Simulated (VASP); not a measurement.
# ZnC3 (Fd-3m) in VASP: a series of runs

Runs on ZnC3. Level: PBE. Tasks: single point, relaxation of cell and atoms.

Program: VASP 6.6.1. These are calculated values, not measurements. Logs are shortened: lines on timing, memory, paths and dates and some standing lists are left out, and cuts for length are marked.

## Step 1: The cell of the first run

Symmetry: Fd-3m, No. 227, cubic system. The conventional cell has a = 6.815 Å, b = 6.815 Å, c = 6.815 Å, α = 90.00°, β = 90.00°, γ = 90.00°. Within 3.7 Å of Zn (site symmetry -43m) lie 22 C at 2.83 to 3.41 Å and 4 Zn at 2.95 Å. Within 2.0 Å of C (site symmetry -3m) lie 2 C at 1.48 Å. Within 2.0 Å of C (site symmetry -43m) lie 4 C at 1.48 Å.

The cell was built from a structure type or drawn by symmetry, and may not be a known phase.

## Step 2: Single point, PBE

INCAR reads:

```
PREC = Accurate ; ENCUT = 520
EDIFF = 1E-6 ; ISMEAR = 0
SIGMA = 0.1 ; LREAL = F
LASPH = T ; NELM = 80
ALGO = Normal ; ISIF = 2
LWAVE = F ; LCHARG = T
GGA = PE ; LELF = T
LVHAR = T ; NBANDS = 34
```

KPOINTS reads:

```
regular mesh
0
Gamma
  4 4 4
```

POSCAR reads:

```
ZnC3
1.0
    0.0000000000      3.4072827027      3.4072827027
    3.4072827027      0.0000000000      3.4072827027
    3.4072827027      3.4072827027      0.0000000000
Zn C
2 6
Direct
    0.0000000000      0.0000000000      0.0000000000
    0.2500000000      0.2500000000      0.2500000000
    0.6250000000      0.6250000000      0.6250000000
    0.6250000000      0.6250000000      0.1250000000
    0.6250000000      0.1250000000      0.6250000000
    0.1250000000      0.6250000000      0.6250000000
    0.7500000000      0.7500000000      0.7500000000
    0.5000000000      0.5000000000      0.5000000000
```

Potentials or basis: VASP PAW PBE potentials, release 64 (Zn, C).

Launch:

```console
$ cat potpaw_PBE.64/Zn/POTCAR potpaw_PBE.64/C/POTCAR > POTCAR
$ mpirun -np 1 vasp_std > vasp.out
```

OUTCAR:

```text
PREC = Accurate
   ENCUT = 520
   EDIFF = 1E-6
   ISMEAR = 0
   LREAL = F
   LASPH = T
   NELM = 80
   ISIF = 2
   GGA = PE

 ion  position               nearest neighbor table
   1  0.000  0.000  0.000-   2 2.95   2 2.95   2 2.95   2 2.95
   2  0.250  0.250  0.250-   1 2.95   1 2.95   1 2.95   1 2.95
   3  0.625  0.625  0.625-   7 1.48   8 1.48
   4  0.625  0.625  0.125-   7 1.48   8 1.48
   5  0.625  0.125  0.625-   7 1.48   8 1.48
   6  0.125  0.625  0.625-   7 1.48   8 1.48
   7  0.750  0.750  0.750-   3 1.48   4 1.48   5 1.48   6 1.48
   8  0.500  0.500  0.500-   3 1.48   4 1.48   5 1.48   6 1.48

  LATTYP: Found a face centered cubic cell.
 ALAT       =     6.8145654054

  Lattice vectors:

 A1 = (   0.0000000000,   3.4072827027,   3.4072827027)
 A2 = (   3.4072827027,   0.0000000000,   3.4072827027)
 A3 = (   3.4072827027,   3.4072827027,   0.0000000000)

Analysis of symmetry for initial positions (statically):
=====================================================================
 Subroutine PRICEL returns:
 Original cell was already a primitive cell.

 Routine SETGRP: Setting up the symmetry group for a
 face centered cubic supercell.

 Subroutine GETGRP returns: Found 48 space group operations
 (whereof 24 operations were pure point group operations)
 out of a pool of 48 trial point group operations.

The static configuration has the point symmetry T_d .
 The point group associated with its full space group is O_h .

Analysis of symmetry for dynamics (positions and initial velocities):
=====================================================================
 Subroutine PRICEL returns:
 Original cell was already a primitive cell.

 Routine SETGRP: Setting up the symmetry group for a
 face centered cubic supercell.

 Subroutine GETGRP returns: Found 48 space group operations
 (whereof 24 operations were pure point group operations)
 out of a pool of 48 trial point group operations.

The dynamic configuration has the point symmetry T_d .
 The point group associated with its full space group is O_h .

 Subroutine INISYM returns: Found 48 space group operations
 (whereof 24 operations are pure point group operations),
 and found     1 'primitive' translations

----------------------------------------------------------------------------------------

[... 90 lines left out ...]
   NSW    =      0    number of steps for IOM
   IBRION =     -1    ionic relax: 0-MD 1-quasi-New 2-CG
   NFREE  =      0    steps in history (QN), initial steepest desc. (CG)
   ISIF   =      2    stress and relaxation
   ISYM   =      2    0-nonsym 1-usesym 2-fastsym
   POTIM  = 0.5000    time-step for ionic-motion
   TEBEG  =    0.0;   TEEND  =   0.0 temperature during run
   PSTRESS=    0.0 pullay stress
   NELECT =      48.0000    total number of electrons
   NUPDOWN=      -1.0000    fix difference up-down
   EMIN   =  10.00;   EMAX   =-10.00  energy-range for DOS
   EFERMI =   0.00;   METHOD = LEGACY
   ISMEAR =     0;   SIGMA  =   0.10  broadening in eV -4-tet -1-fermi 0-gaus
   EFERMI_NEDOS =   21; number of points for ismear=-14 and -15
   IALGO  =     38    algorithm
   IMIX   =      4    mixing-type and parameters
     AMIX     =   0.40;   BMIX     =  1.00
     AMIX_MAG =   1.60;   BMIX_MAG =  1.00
  volume/ion in A,a.u.               =       9.89        66.74
  Fermi-wavevector in a.u.,A,eV,Ry     =   1.385917  2.619002 26.133590  1.920765
  Thomas-Fermi vector in A             =   2.510282
   LORBIT       =      0    0 simple, 1 ext, 2 COOP (PROOUT), +10 PAW based schemes
   GGA     = PE    functional components
   LHFCALC =     F    Hartree Fock is set to
   AEXX    =    0.0000 exact exchange contribution
   IVDW    =     0    specifies the selected vdW correction
   LEPSILON=     F    determine dielectric tensor
   LRPA    =     F    only Hartree local field effects (RPA)
 non-spin polarized calculation
 Gauss-broadening in eV      SIGMA  =   0.10
  energy-cutoff  :      520.00
  volume of cell :       79.11
 maximum number of plane-waves:      2148
   NGX = 17   NGY = 17   NGZ = 17

 number of electron      48.0000022 magnetization

 Free energy of the ion-electron system (eV)
  ---------------------------------------------------
  ext. energy  EPLUGINS =         0.00000000
  ---------------------------------------------------
  free energy    TOTEN  =       -41.94430921 eV

  energy without entropy =      -41.94247078  energy(sigma->0) =      -41.94339000

 E-fermi :   5.0169     XC(G=0): -11.5114

 val. band max:        4.8328464598   @ k =   0.5000   0.2500   0.0000
 cond. band min:       5.1631755344   @ k =   0.2500   0.0000   0.0000
 fundamental gap:      0.3303290745
 Fermi energy:         5.0168582318

 k-point     1 :       0.0000    0.0000    0.0000
  band No.  band energies     occupation
      1     -14.2859      2.00000
      2     -11.1054      2.00000
      3      -7.1561      2.00000
      4      -7.1561      2.00000
      5      -7.1561      2.00000
      6      -4.5902      2.00000
[... 285 lines left out ...]
     33      13.2677      0.00000
     34      13.2677      0.00000

------------------------ aborting loop because EDIFF is reached ----------------------------------------

  FORCE on cell =-STRESS in cart. coord.  units (eV):
  Direction    XX          YY          ZZ          XY          YZ          ZX
  --------------------------------------------------------------------------------------
  -------------------------------------------------------------------------------------
  Total        0.1348793      0.1348793      0.1348793      0.0000000      0.0000000      0.0000000
  in kB        2.7315013      2.7315013      2.7315013      0.0000000      0.0000000      0.0000000
  external PRESSURE =       2.7315013 kB  Pullay stress =       0.0000000 kB

 VOLUME and BASIS-vectors are now :
 -----------------------------------------------------------------------------
  energy-cutoff  :      520.00
  volume of cell :       79.11
      direct lattice vectors                 reciprocal lattice vectors
     0.000000000  3.407282703  3.407282703    -0.146744501  0.146744501  0.146744501
     3.407282703  0.000000000  3.407282703     0.146744501 -0.146744501  0.146744501
     3.407282703  3.407282703  0.000000000     0.146744501  0.146744501 -0.146744501

 POSITION                                       TOTAL-FORCE (eV/Angst)
 -----------------------------------------------------------------------------------
      0.00000      0.00000      0.00000        -0.000000     -0.000000     -0.000000
      1.70364      1.70364      1.70364         0.000000      0.000000      0.000000
      4.25910      4.25910      4.25910         0.000000     -0.000000     -0.000000
      2.55546      2.55546      4.25910         0.000000     -0.000000     -0.000000
      2.55546      4.25910      2.55546         0.000000     -0.000000     -0.000000
      4.25910      2.55546      2.55546         0.000000     -0.000000     -0.000000
      5.11092      5.11092      5.11092        -0.000000     -0.000000     -0.000000
      3.40728      3.40728      3.40728         0.000000      0.000000      0.000000
 -----------------------------------------------------------------------------------
    total drift:                                0.000000      0.000000      0.000000

  FREE ENERGIE OF THE ION-ELECTRON SYSTEM (eV)
  ---------------------------------------------------
  free  energy   TOTEN  =       -41.9443092081 eV

  energy  without entropy=      -41.9424707842  energy(sigma->0) =      -41.94339000
```

OSZICAR:

```text
N       E                     dE             d eps       ncg     rms          rms(c)
DAV:   1     0.377932735946E+03    0.37793E+03   -0.22329E+04   544   0.175E+03
DAV:   2     0.263338763848E+01   -0.37530E+03   -0.34953E+03   560   0.402E+02
DAV:   3    -0.441444346074E+02   -0.46778E+02   -0.43888E+02   642   0.134E+02
DAV:   4    -0.462161959718E+02   -0.20718E+01   -0.20351E+01   668   0.270E+01
DAV:   5    -0.462737898601E+02   -0.57594E-01   -0.57508E-01   710   0.444E+00    0.105E+01
DAV:   6    -0.420665109524E+02    0.42073E+01   -0.81095E+00   802   0.479E+01    0.662E+00
DAV:   7    -0.419545663423E+02    0.11194E+00   -0.23818E+00   652   0.128E+01    0.310E+00
DAV:   8    -0.419476146452E+02    0.69517E-02   -0.10548E-01   688   0.186E+00    0.137E+00
DAV:   9    -0.419442525114E+02    0.33621E-02   -0.70739E-03   614   0.511E-01    0.136E-01
DAV:  10    -0.419442871295E+02   -0.34618E-04   -0.51831E-04   712   0.130E-01    0.544E-02
DAV:  11    -0.419443137234E+02   -0.26594E-04   -0.75299E-05   648   0.499E-02    0.132E-02
DAV:  12    -0.419443093096E+02    0.44138E-05   -0.92291E-06   736   0.215E-02    0.361E-03
DAV:  13    -0.419443092081E+02    0.10149E-06   -0.27311E-06   486   0.758E-03
   1 F= -.41944309E+02 E0= -.41943390E+02  d E =-.183842E-02
```

It took 18 s on 1 thread of AMD EPYC 9R45 (Zen 5), shared host; peak memory 0.17 GiB.

What came out:

```yaml
Free_energy: -41.9443 eV
Pressure: 0.3 GPa
Band_gap_on_the_k_mesh: 0.33 eV (least direct gap 0.61 eV)
```

## Step 3: Single point, PBE

This run uses another cell than the first one, of 13.06 Å³/atom.

INCAR reads:

```
  PREC = Accurate
  ENCUT = 520
  EDIFF = 1E-6
  ISMEAR = 0
  SIGMA = 0.1
  LREAL = F
  LASPH = T
  NELM = 80
  ALGO = Normal
  ISIF = 2
  LWAVE = F
  LCHARG = F
  GGA = PE
  NBANDS = 34
```

KPOINTS is that of step 2.

Edit POSCAR of step 2 so:

```diff
@@ -2,5 +2,5 @@
 1.0
-    0.0000000000      3.4072827027      3.4072827027
-    3.4072827027      0.0000000000      3.4072827027
-    3.4072827027      3.4072827027      0.0000000000
+    0.0000000000      3.7380455000      3.7380455000
+    3.7380455000      0.0000000000      3.7380455000
+    3.7380455000      3.7380455000      0.0000000000
 Zn C
```

Potentials or basis: VASP PAW PBE potentials, release 64 (Zn, C).

Launch:

```console
$ cat potpaw_PBE.64/Zn/POTCAR potpaw_PBE.64/C/POTCAR > POTCAR
$ mpirun -np 1 vasp_std > vasp.out
```

OUTCAR:

```text
PREC = Accurate
   ENCUT = 520
   EDIFF = 1E-6
   ISMEAR = 0
   LREAL = F
   LASPH = T
   NELM = 80
   ISIF = 2
   GGA = PE

 ion  position               nearest neighbor table
   1  0.000  0.000  0.000-
   2  0.250  0.250  0.250-
   3  0.625  0.625  0.625-   7 1.62   8 1.62
   4  0.625  0.625  0.125-   7 1.62   8 1.62
   5  0.625  0.125  0.625-   7 1.62   8 1.62
   6  0.125  0.625  0.625-   7 1.62   8 1.62
   7  0.750  0.750  0.750-   3 1.62   4 1.62   5 1.62   6 1.62
[... 491 lines left out ...]
  Total      -17.8294829    -17.8294829    -17.8294829      0.0000000      0.0000000      0.0000000
  in kB     -273.4548204   -273.4548204   -273.4548204      0.0000000      0.0000000      0.0000000
  external PRESSURE =    -273.4548204 kB  Pullay stress =       0.0000000 kB

 VOLUME and BASIS-vectors are now :
 -----------------------------------------------------------------------------
  energy-cutoff  :      520.00
  volume of cell :      104.46
      direct lattice vectors                 reciprocal lattice vectors
     0.000000000  3.738045500  3.738045500    -0.133759742  0.133759742  0.133759742
     3.738045500  0.000000000  3.738045500     0.133759742 -0.133759742  0.133759742
     3.738045500  3.738045500  0.000000000     0.133759742  0.133759742 -0.133759742

 POSITION                                       TOTAL-FORCE (eV/Angst)
 -----------------------------------------------------------------------------------
      0.00000      0.00000      0.00000        -0.000000     -0.000000     -0.000000
      1.86902      1.86902      1.86902         0.000000      0.000000      0.000000
      4.67256      4.67256      4.67256        -0.000000     -0.000000      0.000000
      2.80353      2.80353      4.67256        -0.000000     -0.000000      0.000000
      2.80353      4.67256      2.80353        -0.000000     -0.000000      0.000000
      4.67256      2.80353      2.80353        -0.000000     -0.000000      0.000000
      5.60707      5.60707      5.60707        -0.000000     -0.000000      0.000000
      3.73805      3.73805      3.73805         0.000000      0.000000      0.000000
 -----------------------------------------------------------------------------------
    total drift:                               -0.000000      0.000000      0.000000

  FREE ENERGIE OF THE ION-ELECTRON SYSTEM (eV)
  ---------------------------------------------------
  free  energy   TOTEN  =       -39.1867142928 eV

  energy  without entropy=      -39.1712675712  energy(sigma->0) =      -39.17899093
```

stdout:

```text
POSCAR found type information on POSCAR ZnC
 POSCAR found :  2 types and       8 ions
 scaLAPACK will be used
 LDA part: xc-table for (Slater+PW92), standard interpolation
 POSCAR, INCAR and KPOINTS ok, starting setup
 FFT: planning ... GRIDC
 FFT: planning ... GRID_SOFT
 FFT: planning ... GRID
 WAVECAR not read
 entering main loop
```

Run time: 25 s. Hardware: 1 thread of AMD EPYC 9R45 (Zen 5), shared host; peak memory 0.2 GiB.

What came out:

| Property | Result |
| --- | --- |
| Free energy | -39.1867 eV |
| Pressure | -27.3 GPa |
| Band gap on the k mesh | 0.08 eV (least direct gap 0.64 eV) |

Caveat: the cell stands under tension. A k mesh can miss the band edges.

[end of part 1 of 3]
